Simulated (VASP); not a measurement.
# Ir (Fm-3m) in VASP: elastic constants with LDA

Aim: the elastic constants of Ir with LDA.

Program: VASP 6.6.1. These are calculated values, not measurements. Logs are shortened: lines on timing, memory, paths and dates and some standing lists are left out, and cuts for length are marked.

### 1 The cell of the first run

It takes space group Fm-3m (No. 225, cubic). The conventional cell has a = 3.791 Å, b = 3.791 Å, c = 3.791 Å, α = 90.00°, β = 90.00°, γ = 90.00°. Within 3.5 Å of Ir (site symmetry m-3m) lie 12 Ir at 2.68 Å.

### 2 Elastic constants, LDA

INCAR

```
  ALGO = Normal
  EDIFF = 1E-8
  ENCUT = 600
  IBRION = 6
  ISIF = 3
  ISMEAR = -1
  LASPH = T
  LCHARG = F
  LREAL = F
  LWAVE = F
  NELM = 60
  NFREE = 2
  NSW = 1
  POTIM = 0.015
  PREC = Accurate
  SIGMA = 0.1
```

KPOINTS

```
k-points
0
Gamma
  24 24 24
```

POSCAR

```
Ir
1.0
    0.0000000000      1.8953630216      1.8953630216
    1.8953630216      0.0000000000      1.8953630216
    1.8953630216      1.8953630216      0.0000000000
Ir
1
Direct
    0.0000000000      0.0000000000      0.0000000000
```

Potentials or basis: VASP PAW LDA potentials, release 64 (Ir).

Run with:

```bash
cat potpaw_LDA.64/Ir/POTCAR > POTCAR
mpirun -np 1 vasp_std > vasp.out
```

OUTCAR:

```text
EDIFF = 1E-8
   ENCUT = 600
   IBRION = 6
   ISIF = 3
   ISMEAR = -1
   LASPH = T
   LREAL = F
   NELM = 60
   NFREE = 2
   NSW = 1
   POTIM = 0.015
   PREC = Accurate

 ion  position               nearest neighbor table
   1  0.000  0.000  0.000-

  LATTYP: Found a face centered cubic cell.
 ALAT       =     3.7907260432

  Lattice vectors:

 A1 = (   0.0000000000,   1.8953630216,   1.8953630216)
 A2 = (   1.8953630216,   0.0000000000,   1.8953630216)
 A3 = (   1.8953630216,   1.8953630216,   0.0000000000)

Analysis of symmetry for initial positions (statically):
=====================================================================
 Subroutine PRICEL returns:
 Original cell was already a primitive cell.

 Routine SETGRP: Setting up the symmetry group for a
 face centered cubic supercell.

 Subroutine GETGRP returns: Found 48 space group operations
 (whereof 48 operations were pure point group operations)
 out of a pool of 48 trial point group operations.

The static configuration has the point symmetry O_h .

Analysis of symmetry for dynamics (positions and initial velocities):
=====================================================================
 Subroutine PRICEL returns:
 Original cell was already a primitive cell.

 Routine SETGRP: Setting up the symmetry group for a
 face centered cubic supercell.

 Subroutine GETGRP returns: Found 48 space group operations
 (whereof 48 operations were pure point group operations)
 out of a pool of 48 trial point group operations.

The dynamic configuration has the point symmetry O_h .

 Subroutine INISYM returns: Found 48 space group operations
 (whereof 48 operations are pure point group operations),
 and found     1 'primitive' translations

----------------------------------------------------------------------------------------

                                     Primitive cell

  volume of cell :      13.6178

  direct lattice vectors                    reciprocal lattice vectors
[... 325 lines left out ...]
 fundamental gap:      0.0088892633
 Fermi energy:        10.9888327636

 k-point     1 :       0.0000    0.0000    0.0000
  band No.  band energies     occupation
      1      -0.5246      2.00000
      2       6.8458      2.00000
      3       6.8458      2.00000
      4       6.8458      2.00000
      5       9.7414      1.99999
      6       9.7414      1.99999
      7      25.2538      0.00000
      8      31.0235      0.00000
[... 243 lines left out ...]
 k-point    24 :       0.4583    0.0417    0.0000
  band No.  band energies     occupation
      1       2.5456      2.00000
      2       6.7126      2.00000
      3       6.8579      2.00000
      4       9.3569      2.00000
      5      11.9083      0.00020
      6      12.0243      0.00006
      7      19.2952      0.00000
      8      25.1386      0.00000

 [... further k-points ...]
[... 5 lines left out ...]
  --------------------------------------------------------------------------------------
  -------------------------------------------------------------------------------------
  Total        0.8442443      0.8442443      0.8442443      0.0000000      0.0000000      0.0000000
  in kB       99.3279605     99.3279605     99.3279605      0.0000000      0.0000000      0.0000000
  external PRESSURE =      99.3279605 kB  Pullay stress =       0.0000000 kB
[... 16 lines left out ...]
  FREE ENERGIE OF THE ION-ELECTRON SYSTEM (eV)
  ---------------------------------------------------
  free  energy   TOTEN  =       -10.3303458346 eV

  energy  without entropy=      -10.3015328639  energy(sigma->0) =      -10.31593935

 INTERNAL STRAIN TENSORS FROM STRAINED CELLS
 ============================================

 INTERNAL STRAIN TENSOR FOR ION    1 for displacements in x,y,z  (eV/Angst):
          X           Y           Z          XY          YZ          ZX
  --------------------------------------------------------------------------------
  x    -0.00000     0.00000     0.00000     0.00000     0.00000     0.00000
  y    -0.00000     0.00000     0.00000    -0.00000     0.00000     0.00000
  z     0.00000    -0.00000     0.00000     0.00000     0.00000     0.00000

 INTERNAL STRAIN TENSORS FROM DISPLACED ATOMS
 ============================================

 INTERNAL STRAIN TENSOR FOR ION    1 for displacements in x,y,z  (eV/Angst):
          X           Y           Z          XY          YZ          ZX
  --------------------------------------------------------------------------------
  x     0.00000     0.00000     0.00000     0.00000     0.00000     0.00000
  y     0.00000     0.00000     0.00000     0.00000     0.00000     0.00000
  z     0.00000     0.00000     0.00000     0.00000     0.00000     0.00000

 Eigenvectors and eigenvalues of the dynamical matrix
 ----------------------------------------------------

   1 f  =    0.000000 THz     0.000000 2PiTHz    0.000000 cm-1     0.000000 meV
             X         Y         Z           dx          dy          dz
      0.000000  0.000000  0.000000     1.000000    0.000000    0.000000

   2 f  =    0.000000 THz     0.000000 2PiTHz    0.000000 cm-1     0.000000 meV
             X         Y         Z           dx          dy          dz
      0.000000  0.000000  0.000000     0.000000    1.000000    0.000000

   3 f  =    0.000000 THz     0.000000 2PiTHz    0.000000 cm-1     0.000000 meV
             X         Y         Z           dx          dy          dz
      0.000000  0.000000  0.000000     0.000000    0.000000    1.000000

--------------------------------------------------------------------------------------------------------

 ELASTIC MODULI CONTR FROM IONIC RELAXATION (kBar)
 Direction    XX          YY          ZZ          XY          YZ          ZX
 --------------------------------------------------------------------------------
 XX           0.0000      0.0000      0.0000      0.0000      0.0000      0.0000
 YY           0.0000      0.0000      0.0000      0.0000      0.0000      0.0000
 ZZ           0.0000      0.0000      0.0000      0.0000      0.0000      0.0000
 XY           0.0000      0.0000      0.0000      0.0000      0.0000      0.0000
 YZ           0.0000      0.0000      0.0000      0.0000      0.0000      0.0000
 ZX           0.0000      0.0000      0.0000      0.0000      0.0000      0.0000
 --------------------------------------------------------------------------------

 TOTAL ELASTIC MODULI (kBar)
 Direction    XX          YY          ZZ          XY          YZ          ZX
 --------------------------------------------------------------------------------
 XX        7202.0987   3035.2194   3035.2194      0.0000     -0.0000     -0.0000
 YY        3035.2194   7202.0987   3035.2194     -0.0000     -0.0000      0.0000
 ZZ        3035.2194   3035.2194   7202.0987      0.0000      0.0000      0.0000
 XY           0.0000     -0.0000      0.0000   3120.4161      0.0000     -0.0000
 YZ          -0.0000     -0.0000      0.0000      0.0000   3120.4161     -0.0000
 ZX          -0.0000      0.0000      0.0000     -0.0000     -0.0000   3120.4161
 --------------------------------------------------------------------------------
```

It took 26 min on 1 thread of Intel Xeon 6975P-C, shared host; peak memory 0.91 GiB.

Results:

```
Elastic constants C11, C12, C44 : 720, 304, 312 GPa
Voigt bulk modulus              : 442 GPa
```

Elastic tensor in Voigt notation (GPa, in the Cartesian axes of the cell as first typed):
```
720 304 304   0   0   0
304 720 304   0   0   0
304 304 720   0   0   0
  0   0   0 312   0   0
  0   0   0   0 312   0
  0   0   0   0   0 312
```

Clamped-ion elastic tensor (GPa):
```
720 304 304   0   0   0
304 720 304   0   0   0
304 304 720   0   0   0
  0   0   0 312   0   0
  0   0   0   0 312   0
  0   0   0   0   0 312
```

Caveat: the cell is under stress, which shifts elastic constants; spin-orbit coupling is left out, which moves the levels of the heavy elements.
